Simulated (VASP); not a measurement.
# Ni (P6_3/mmc) in VASP: notebook, part 2 of 2

VASP 6.6.1. The steps go on from the part before.

### 4 Single point, revPBE (10.65 Å³/atom)

This run uses another cell than the first one, of 10.65 Å³/atom.

The input, INCAR:

```
ALGO     = Normal         # electronic algorithm
EDIFF    = 1E-6           # SCF threshold, eV
ENCUT    = 520            # plane-wave cutoff, eV
GGA      = RE             # functional
ISIF     = 2              # what is computed and relaxed
ISMEAR   = -1             # smearing method
LASPH    = True           # aspherical terms in the spheres
LCHARG   = False          # write CHGCAR
LREAL    = False          # projectors in reciprocal space
LWAVE    = False          # write WAVECAR
NBANDS   = 28             # bands
NELM     = 80             # most SCF steps
PREC     = Accurate       # precision mode
SIGMA    = 0.1            # smearing width, eV
```

The input, KPOINTS:

```
k-points
0
Gamma
  16 16 5
```

The input, POSCAR:

```
Ni
1.0
    2.4672764641      0.0000000000      0.0000000000
   -1.2336382320      2.1367240960      0.0000000000
    0.0000000000      0.0000000000      8.0838210254
Ni
4
Direct
    0.0000000000      0.0000000000      0.0000000000
    0.0000000000      0.0000000000      0.5000000000
    0.3333333333      0.6666666667      0.2500000000
    0.6666666667      0.3333333333      0.7500000000
```

Potentials or basis: VASP PAW PBE potentials, release 64 (Ni).

Started as:

```sh
cat potpaw_PBE.64/Ni/POTCAR > POTCAR
mpirun -np 1 vasp_std > vasp.out
```

OUTCAR:

```text
EDIFF = 1E-6
   ENCUT = 520
   GGA = RE
   ISIF = 2
   ISMEAR = -1
   LASPH = True
   LREAL = False
   NELM = 80
   PREC = Accurate

 ion  position               nearest neighbor table
   1  0.000  0.000  0.000-   3 2.47   4 2.47   3 2.47   4 2.47   4 2.47   3 2.47
   2  0.000  0.000  0.500-   3 2.47   4 2.47   3 2.47   4 2.47   4 2.47   3 2.47
   3  0.333  0.667  0.250-   1 2.47   2 2.47   1 2.47   2 2.47   1 2.47   2 2.47
   4  0.667  0.333  0.750-   1 2.47   2 2.47   1 2.47   2 2.47   1 2.47   2 2.47

[... 945 lines left out ...]
  Direction    XX          YY          ZZ          XY          YZ          ZX
  --------------------------------------------------------------------------------------
  -------------------------------------------------------------------------------------
  Total        2.2781076      2.2781076      2.2554803      0.0000000      0.0000000     -0.0000000
  in kB       85.6449687     85.6449687     84.7943012      0.0000000      0.0000000     -0.0000000
  external PRESSURE =      85.3614129 kB  Pullay stress =       0.0000000 kB

 VOLUME and BASIS-vectors are now :
 -----------------------------------------------------------------------------
  energy-cutoff  :      520.00
  volume of cell :       42.62
      direct lattice vectors                 reciprocal lattice vectors
     2.467276464  0.000000000  0.000000000     0.405305208  0.234003071  0.000000000
    -1.233638232  2.136724096  0.000000000     0.000000000  0.468006142  0.000000000
     0.000000000  0.000000000  8.083821025     0.000000000  0.000000000  0.123703877

 POSITION                                       TOTAL-FORCE (eV/Angst)
 -----------------------------------------------------------------------------------
      0.00000      0.00000      0.00000         0.000000      0.000000     -0.000000
      0.00000      0.00000      4.04191        -0.000000      0.000000     -0.000000
     -0.00000      1.42448      2.02096         0.000000     -0.000000     -0.000000
      1.23364      0.71224      6.06287        -0.000000      0.000000      0.000000
 -----------------------------------------------------------------------------------
    total drift:                                0.000000     -0.000000      0.000000

  FREE ENERGIE OF THE ION-ELECTRON SYSTEM (eV)
  ---------------------------------------------------
  free  energy   TOTEN  =       -20.1290529204 eV

  energy  without entropy=      -19.7712379198  energy(sigma->0) =      -19.95014542
```

OSZICAR:

```text
N       E                     dE             d eps       ncg     rms          rms(c)
DAV:   1     0.254274982844E+03    0.25427E+03   -0.18019E+04  5160   0.207E+03
DAV:   2    -0.938320133918E+01   -0.26366E+03   -0.25285E+03  5040   0.353E+02
DAV:   3    -0.237748079524E+02   -0.14392E+02   -0.13853E+02  5356   0.112E+02
DAV:   4    -0.239973248344E+02   -0.22252E+00   -0.22226E+00  5644   0.144E+01
DAV:   5    -0.240047158541E+02   -0.73910E-02   -0.73906E-02  6060   0.207E+00    0.193E+01
DAV:   6    -0.213076073132E+02    0.26971E+01   -0.28300E+01  5448   0.819E+01    0.115E+01
DAV:   7    -0.204980579567E+02    0.80955E+00   -0.68839E+00  5612   0.441E+01    0.100E+01
DAV:   8    -0.210277206448E+02   -0.52966E+00   -0.96938E+00  5832   0.570E+01    0.129E+01
DAV:   9    -0.201310592415E+02    0.89666E+00   -0.19860E+00  6088   0.299E+01    0.108E+00
DAV:  10    -0.201313667479E+02   -0.30751E-03   -0.10222E-01  5568   0.335E+00    0.537E-01
DAV:  11    -0.201294296057E+02    0.19371E-02   -0.40424E-03  6620   0.718E-01    0.260E-01
DAV:  12    -0.201292234212E+02    0.20618E-03   -0.34648E-04  5288   0.173E-01    0.185E-01
DAV:  13    -0.201290526471E+02    0.17077E-03   -0.56049E-04  5824   0.379E-01    0.368E-02
DAV:  14    -0.201290538765E+02   -0.12294E-05   -0.62647E-05  5936   0.103E-01    0.916E-03
DAV:  15    -0.201290529204E+02    0.95613E-06   -0.45680E-06  5144   0.295E-02
   1 F= -.20129053E+02 E0= -.19950145E+02  d E =-.357815E+00
```

stdout:

```text
POSCAR found type information on POSCAR Ni
 POSCAR found :  1 types and       4 ions
 scaLAPACK will be used
 -----------------------------------------------------------------------------
|                                                                             |
|                                                                             |
|     You enforced a specific xc type in the INCAR file but a different       |
|     I HOPE YOU KNOW WHAT YOU ARE DOING!                                     |
|                                                                             |
 -----------------------------------------------------------------------------

 LDA part: xc-table for (Slater+PW92), standard interpolation
 POSCAR, INCAR and KPOINTS ok, starting setup
 FFT: planning ... GRIDC
 FFT: planning ... GRID_SOFT
 FFT: planning ... GRID
 WAVECAR not read
 entering main loop
```

Wall time 3.4 min (1 thread of AMD EPYC 7R13, shared host); peak memory 0.17 GiB.

What came out:

```yaml
Free_energy: -20.1291 eV
Pressure: 8.5 GPa
Band_gap_on_the_k_mesh: zero (bands 20 and 21 overlap by 0.59 eV)
```

Stress tensor (GPa, compression positive):
```
8.56 0.00 0.00
0.00 8.56 0.00
0.00 0.00 8.48
```

Caveat: the cell stands under pressure; the PAW data sets were made with another functional, which shifts forces and pressure a little; the run has no spin polarisation, though such a crystal can be magnetic. Spin polarisation is off, so any magnetic state and its effect on volume and gap are missing.

### 5 Single point, revPBE (11.10 Å³/atom)

The input, INCAR:

```
SYSTEM = Ni
ALGO = Normal
EDIFF = 1E-7
ENCUT = 520
GGA = RE
ISIF = 2
ISMEAR = -1
LASPH = .TRUE.
LCHARG = .TRUE.
LELF = .TRUE.
LREAL = .FALSE.
LVHAR = .TRUE.
LWAVE = .FALSE.
NBANDS = 28
NELM = 80
PREC = Accurate
SIGMA = 0.1
```

The input, KPOINTS:

```
k-points
0
G
  16 16 5
  0 0 0
```

The input, POSCAR:

```
Ni
1.0
    2.5010789722      0.0000000000      0.0000000000
   -1.2505394861      2.1659979268      0.0000000000
    0.0000000000      0.0000000000      8.1945720621
Ni
4
Direct
    0.0000000000      0.0000000000      0.0000000000
    0.0000000000      0.0000000000      0.5000000000
    0.3333333333      0.6666666667      0.2500000000
    0.6666666667      0.3333333333      0.7500000000
```

Started as:

```sh
cat potpaw_PBE.64/Ni/POTCAR > POTCAR
mpirun -np 1 vasp_std > vasp.out
```

It took 4.1 min on 1 thread of AMD EPYC 7R13, shared host; peak memory 0.19 GiB.

Results (log left out):

```yaml
Free_energy: -20.1751 eV
Pressure: 0.2 GPa
Band_gap_on_the_k_mesh: zero (bands 20 and 21 overlap by 0.55 eV)
```

Levels at points of the mesh, in eV from the Fermi level:
```tsv
k point	band 18	band 19	band 20	band 21	band 22	band 23
(0.00, 0.00, 0.00)	-0.66	-0.66	-0.44	-0.44	-0.17	-0.09
(0.50, 0.00, 0.00)	0.08	0.08	0.10	0.43	1.48	2.57
```

Caveat: the PAW data sets were made with another functional, which shifts forces and pressure a little; the run has no spin polarisation, though such a crystal can be magnetic.

### 6 Overview

| cell | k mesh | gap on the mesh (eV) | pressure (GPa) |
| --- | --- | --- | --- |
| a = 2.501, b = 2.501, c = 8.195 Å, angles 90.0, 90.0, 120.0°, 4 atoms | 14 × 14 × 4 | none | 0.2 |
| a = 2.397, b = 2.397, c = 7.853 Å, angles 90.0, 90.0, 120.0°, 4 atoms | 16 × 16 × 5 | none | 32.3 |
| a = 2.467, b = 2.467, c = 8.084 Å, angles 90.0, 90.0, 120.0°, 4 atoms | 16 × 16 × 5 | none | 8.5 |
| a = 2.501, b = 2.501, c = 8.195 Å, angles 90.0, 90.0, 120.0°, 4 atoms | 16 × 16 × 5 | none | 0.2 |

Alike in all rows: task single point; level revPBE; potentials or basis VASP PAW PBE potentials, release 64 (Ni); no spin polarisation; cutoff (eV) 520; smearing fermi-dirac 0.1 eV.

Caveats: the PAW data sets were made with another functional, which shifts forces and pressure a little; the run has no spin polarisation, though such a crystal can be magnetic; the cell stands under pressure (at least some runs).

Absolute energies hang on the potentials; compare differences alone.
